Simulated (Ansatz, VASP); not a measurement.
**InP in VASP and in Ansatz**

```
CELL_PARAMETERS angstrom
0.00000 3.07194 2.81799
3.07194 0.00000 2.81799
3.07194 3.07194 0.00000
ATOMIC_POSITIONS crystal
In 0.00000 0.00000 0.00000
P 0.25000 0.25000 0.25000
```

Change from the starting cell: epitaxial_xy strain +4.0%.

Alike in both runs: task single point; functional r2SCAN; k mesh 8 × 8 × 8; no spin polarisation.

|  | VASP | Ansatz |
| --- | --- | --- |
| version | VASP 6.6.1 | Ansatz 0.2.0 |
| potentials or method | VASP PAW PBE potentials, release 64 (In_d, P) | plane waves, PAW |
| plane-wave cutoff (eV) | 520 | 500 |
| occupations | gaussian, width 0.01 eV | fixed |
| valence electrons in the cell | 18 | 18 |

Ansatz gave:

```
gap on the k mesh at the Fermi level (eV)                     : 0.58
pressure (GPa)                                                : -2.2
traceless stress, the component that is largest in VASP (GPa) : 2.21
```

**Question.** What did VASP give for the same quantities?

**Answer.** gap on the k mesh at the Fermi level (eV): 0.58; pressure (GPa): -2.3; traceless stress, the component that is largest in VASP (GPa): 2.22.

VASP's potentials were made for PBE, not for r2SCAN.
